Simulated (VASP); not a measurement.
# BF (Fm-3m) in VASP: single point with PBE

Aim: the single point of BF with PBE.

Everything below comes from runs of VASP 6.6.1. Logs are shortened: lines on timing, memory, paths and dates and some standing lists are left out, and cuts for length are marked.

## 1. The cell of the first run

The structure is cubic, space group Fm-3m (No. 225). Conventional cell: a = 4.635 Å, b = 4.635 Å, c = 4.635 Å, α = 90.00°, β = 90.00°, γ = 90.00°. B (site symmetry m-3m) has 6 F at 2.32 Å within 3.1 Å. F (site symmetry m-3m) has 6 B at 2.32 Å within 3.1 Å.

## 2. Single point, PBE

INCAR reads:

```
ALGO = Normal
EDIFF = 1E-6
ENCUT = 600
GGA = PE
GGA_COMPAT = False
ISIF = 2
ISMEAR = 0
LASPH = True
LCHARG = False
LREAL = False
LWAVE = False
NBANDS = 12
NELM = 120
PREC = Accurate
SIGMA = 0.2
```

KPOINTS reads:

```
k-points
0
Gamma
  8 8 8
```

POSCAR reads:

```
BF
1.0
    0.0000000000      2.3173852680      2.3173852680
    2.3173852680      0.0000000000      2.3173852680
    2.3173852680      2.3173852680      0.0000000000
B F
1 1
Direct
    0.0000000000      0.0000000000      0.0000000000
    0.5000000000      0.5000000000      0.5000000000
```

Potentials or basis: VASP PAW PBE potentials, release 64 (B, F).

Started as:

```sh
> cat potpaw_PBE.64/B/POTCAR potpaw_PBE.64/F/POTCAR > POTCAR
> mpirun -np 1 vasp_std > vasp.out
```

OUTCAR:

```text
EDIFF = 1E-6
   ENCUT = 600
   GGA = PE
   ISIF = 2
   ISMEAR = 0
   LASPH = True
   LREAL = False
   NELM = 120
   PREC = Accurate

 ion  position               nearest neighbor table
   1  0.000  0.000  0.000-
   2  0.500  0.500  0.500-

  LATTYP: Found a face centered cubic cell.
 ALAT       =     4.6347705360

  Lattice vectors:

 A1 = (   0.0000000000,   2.3173852680,   2.3173852680)
 A2 = (   2.3173852680,   0.0000000000,   2.3173852680)
 A3 = (   2.3173852680,   2.3173852680,   0.0000000000)

Analysis of symmetry for initial positions (statically):
=====================================================================
 Subroutine PRICEL returns:
 Original cell was already a primitive cell.

 Routine SETGRP: Setting up the symmetry group for a
 face centered cubic supercell.

 Subroutine GETGRP returns: Found 48 space group operations
 (whereof 48 operations were pure point group operations)
 out of a pool of 48 trial point group operations.

The static configuration has the point symmetry O_h .

Analysis of symmetry for dynamics (positions and initial velocities):
=====================================================================
 Subroutine PRICEL returns:
 Original cell was already a primitive cell.

 Routine SETGRP: Setting up the symmetry group for a
 face centered cubic supercell.

 Subroutine GETGRP returns: Found 48 space group operations
 (whereof 48 operations were pure point group operations)
 out of a pool of 48 trial point group operations.

The dynamic configuration has the point symmetry O_h .

 Subroutine INISYM returns: Found 48 space group operations
 (whereof 48 operations are pure point group operations),
 and found     1 'primitive' translations

----------------------------------------------------------------------------------------

                                     Primitive cell

  volume of cell :      24.8900

  direct lattice vectors                    reciprocal lattice vectors
     0.000000000  2.317385268  2.317385268    -0.215760412  0.215760412  0.215760412
     2.317385268  0.000000000  2.317385268     0.215760412 -0.215760412  0.215760412
     2.317385268  2.317385268  0.000000000     0.215760412  0.215760412 -0.215760412

  length of vectors
     3.277277675  3.277277675  3.277277675     0.373707996  0.373707996  0.373707996

  position of ions in fractional coordinates (direct lattice)
     0.000000000  0.000000000  0.000000000
     0.500000000  0.500000000  0.500000000

  ion indices of the primitive-cell ions
   primitive index   ion index
                 1           1
                 2           2

----------------------------------------------------------------------------------------

 KPOINTS: k-points

Automatic generation of k-mesh.
 Grid dimensions read from file:
 generate k-points for:    8    8    8

 Generating k-lattice:

  Cartesian coordinates                     Fractional coordinates (reciprocal lattice)
    -0.026970051  0.026970051  0.026970051     0.125000000  0.000000000  0.000000000
     0.026970051 -0.026970051  0.026970051     0.000000000  0.125000000  0.000000000
     0.026970051  0.026970051 -0.026970051     0.000000000  0.000000000  0.125000000

  Length of vectors
     0.046713499  0.046713499  0.046713499

  Shift w.r.t. Gamma in fractional coordinates (k-lattice)
     0.000000000  0.000000000  0.000000000

 Subroutine IBZKPT returns following result:
 ===========================================

 Found     29 irreducible k-points:

 Following reciprocal coordinates:
            Coordinates               Weight
  0.000000  0.000000  0.000000      1.000000
  0.125000  0.000000  0.000000      8.000000
  0.250000  0.000000  0.000000      8.000000
  0.375000  0.000000  0.000000      8.000000
  0.500000  0.000000  0.000000      4.000000
  0.125000  0.125000  0.000000      6.000000
[... 16 lines left out ...]
  0.500000  0.250000  0.125000     48.000000
 -0.375000  0.250000  0.125000     24.000000
 [... further k-points ...]
   k-points           NKPTS =     29   k-points in BZ     NKDIM =     29   number of bands    NBANDS=     12
   number of dos      NEDOS =    301   number of ions     NIONS =      2
   total plane-waves  NPLWV =  21952
   dimension x,y,z NGX =    28 NGY =   28 NGZ =   28
   dimension x,y,z NGXF=    56 NGYF=   56 NGZF=   56
   ions per type =               1   1
   NGX,Y,Z   is equivalent  to a cutoff of  14.20, 14.20, 14.20 a.u.
   NGXF,Y,Z  is equivalent  to a cutoff of  28.41, 28.41, 28.41 a.u.
 SYSTEM =  unknown system
   PREC   = accura    normal or accurate (medium, high low for compatibility)
   ISTART =      0    job   : 0-new  1-cont  2-samecut
   ICHARG =      2    charge: 1-file 2-atom 10-const
   ISPIN  =      1    spin polarized calculation?
   LNONCOLLINEAR =      F non collinear calculations
   LSORBIT =      F    spin-orbit coupling
   LASPH  =      T    aspherical Exc in radial PAW
   ENCUT  =  600.0 eV  44.10 Ry    6.64 a.u.   6.55  6.55  6.55*2*pi/ulx,y,z
   NELM   =    120;   NELMIN=  2; NELMDL= -5     # of ELM steps
   EDIFF  = 0.1E-05   stopping-criterion for ELM
   LREAL  =      F    real-space projection
   EDIFFG = 0.1E-04   stopping-criterion for IOM
   NSW    =      0    number of steps for IOM
   IBRION =     -1    ionic relax: 0-MD 1-quasi-New 2-CG
   NFREE  =      0    steps in history (QN), initial steepest desc. (CG)
   ISIF   =      2    stress and relaxation
   ISYM   =      2    0-nonsym 1-usesym 2-fastsym
   POTIM  = 0.5000    time-step for ionic-motion
   TEBEG  =    0.0;   TEEND  =   0.0 temperature during run
   PSTRESS=    0.0 pullay stress
   NELECT =      10.0000    total number of electrons
   NUPDOWN=      -1.0000    fix difference up-down
   EMIN   =  10.00;   EMAX   =-10.00  energy-range for DOS
   EFERMI =   0.00;   METHOD = LEGACY
   ISMEAR =     0;   SIGMA  =   0.20  broadening in eV -4-tet -1-fermi 0-gaus
   EFERMI_NEDOS =   21; number of points for ismear=-14 and -15
   IALGO  =     38    algorithm
   IMIX   =      4    mixing-type and parameters
     AMIX     =   0.40;   BMIX     =  1.00
     AMIX_MAG =   1.60;   BMIX_MAG =  1.00
  volume/ion in A,a.u.               =      12.44        83.98
  Fermi-wavevector in a.u.,A,eV,Ry     =   1.207999  2.282787 19.854461  1.459262
  Thomas-Fermi vector in A             =   2.343620
   LORBIT       =      0    0 simple, 1 ext, 2 COOP (PROOUT), +10 PAW based schemes
   GGA     = PE    functional components
   LHFCALC =     F    Hartree Fock is set to
   AEXX    =    0.0000 exact exchange contribution
   IVDW    =     0    specifies the selected vdW correction
   LEPSILON=     F    determine dielectric tensor
   LRPA    =     F    only Hartree local field effects (RPA)
 non-spin polarized calculation
 Gauss-broadening in eV      SIGMA  =   0.20
  energy-cutoff  :      600.00
  volume of cell :       24.89
 maximum number of plane-waves:       869
 NGX is ok and might be reduce to    28
   NGX = 13   NGY = 13   NGZ = 13

 number of electron      10.0000001 magnetization

 Free energy of the ion-electron system (eV)
  ---------------------------------------------------
  ext. energy  EPLUGINS =         0.00000000
  ---------------------------------------------------
  free energy    TOTEN  =        -6.61449055 eV

  energy without entropy =       -6.61336165  energy(sigma->0) =       -6.61392610

 E-fermi :   1.3506     XC(G=0):  -9.4786

 val. band max:        1.2170342267   @ k =   0.5000   0.0000   0.0000
 cond. band min:       1.4841742819   @ k =   0.5000   0.0000   0.0000
 fundamental gap:      0.2671400552
 Fermi energy:         1.3506102148

 k-point     1 :       0.0000    0.0000    0.0000
  band No.  band energies     occupation
      1     -22.0155      2.00000
      2      -4.1637      2.00000
      3      -2.9295      2.00000
      4      -2.9295      2.00000
      5      -2.9295      2.00000
      6       6.0307      0.00000
      7       6.0307      0.00000
      8       6.0307      0.00000
      9      16.3016      0.00000
     10      16.3016      0.00000
     11      16.3016      0.00000
     12      17.3536      0.00000

 k-point     2 :       0.1250    0.0000    0.0000
  band No.  band energies     occupation
      1     -21.9758      2.00000
      2      -4.7759      2.00000
      3      -2.9305      2.00000
      4      -2.9305      2.00000
      5      -2.2070      2.00000
      6       5.4884      0.00000
      7       5.7904      0.00000
      8       5.7904      0.00000
      9      15.3228      0.00000
     10      16.7731      0.00000
     11      16.7731      0.00000
     12      17.6390      0.00000

 k-point     3 :       0.2500    0.0000    0.0000
  band No.  band energies     occupation
      1     -21.8784      2.00000
      2      -5.5720      2.00000
      3      -2.9304      2.00000
      4      -2.9304      2.00000
      5      -1.0688      2.00000
      6       4.1948      0.00000
      7       5.2548      0.00000
      8       5.2548      0.00000
      9      14.5549      0.00000
     10      17.9937      0.00000
     11      17.9937      0.00000
     12      18.2543      0.00000
[... 286 lines left out ...]
 k-point    23 :       0.5000    0.2500    0.1250
  band No.  band energies     occupation
      1     -21.7260      2.00000
      2      -5.7428      2.00000
      3      -3.7308      2.00000
      4      -3.1678      2.00000
      5       0.1441      2.00000
      6       2.9244      0.00000
      7       4.7171      0.00000
      8       4.9397      0.00000
      9      14.2448      0.00000
     10      17.2180      0.00000
     11      20.2797      0.00000
     12      20.8938      0.00000

 k-point    24 :      -0.3750    0.2500    0.1250
  band No.  band energies     occupation
      1     -21.6924      2.00000
      2      -5.7984      2.00000
      3      -3.7960      2.00000
      4      -3.2609      2.00000
      5       0.4240      2.00000
      6       2.6663      0.00000
      7       4.6106      0.00000
      8       4.7450      0.00000
      9      15.0555      0.00000
     10      16.3842      0.00000
     11      20.4028      0.00000
     12      21.5339      0.00000

 [... further k-points ...]

------------------------ aborting loop because EDIFF is reached ----------------------------------------

  FORCE on cell =-STRESS in cart. coord.  units (eV):
  Direction    XX          YY          ZZ          XY          YZ          ZX
  --------------------------------------------------------------------------------------
  -------------------------------------------------------------------------------------
  Total       -0.0506787     -0.0506787     -0.0506787      0.0000000     -0.0000000     -0.0000000
  in kB       -3.2622061     -3.2622061     -3.2622061      0.0000000     -0.0000000     -0.0000000
  external PRESSURE =      -3.2622061 kB  Pullay stress =       0.0000000 kB

 VOLUME and BASIS-vectors are now :
 -----------------------------------------------------------------------------
  energy-cutoff  :      600.00
  volume of cell :       24.89
      direct lattice vectors                 reciprocal lattice vectors
     0.000000000  2.317385268  2.317385268    -0.215760412  0.215760412  0.215760412
     2.317385268  0.000000000  2.317385268     0.215760412 -0.215760412  0.215760412
     2.317385268  2.317385268  0.000000000     0.215760412  0.215760412 -0.215760412

 POSITION                                       TOTAL-FORCE (eV/Angst)
 -----------------------------------------------------------------------------------
      0.00000      0.00000      0.00000        -0.000000      0.000000     -0.000000
      2.31739      2.31739      2.31739         0.000000     -0.000000      0.000000
 -----------------------------------------------------------------------------------
    total drift:                                0.000000      0.000000      0.000000

  FREE ENERGIE OF THE ION-ELECTRON SYSTEM (eV)
  ---------------------------------------------------
  free  energy   TOTEN  =        -6.6144905549 eV

  energy  without entropy=       -6.6133616531  energy(sigma->0) =       -6.61392610
```

Wall time 18 s (1 thread of Intel Xeon 8259CL, shared host); peak memory 0.15 GiB.

What came out:

- Free energy: -6.6145 eV
- Pressure: -0.3 GPa
- Band gap on the k mesh: 0.27 eV, direct

Levels at points of the mesh, in eV from the valence-band top:
| k point | band 3 | band 4 | band 5 | band 6 | band 7 | band 8 |
| --- | --- | --- | --- | --- | --- | --- |
| (0.00, 0.00, 0.00) | -4.15 | -4.15 | -4.15 | 4.81 | 4.81 | 4.81 |
| (0.50, 0.00, 0.00) | -4.14 | -4.14 | 0.00 | 0.27 | 3.36 | 3.36 |
| (0.50, 0.50, 0.00) | -4.91 | -4.91 | -3.24 | 3.16 | 4.26 | 4.26 |

A k mesh can miss the band edges.
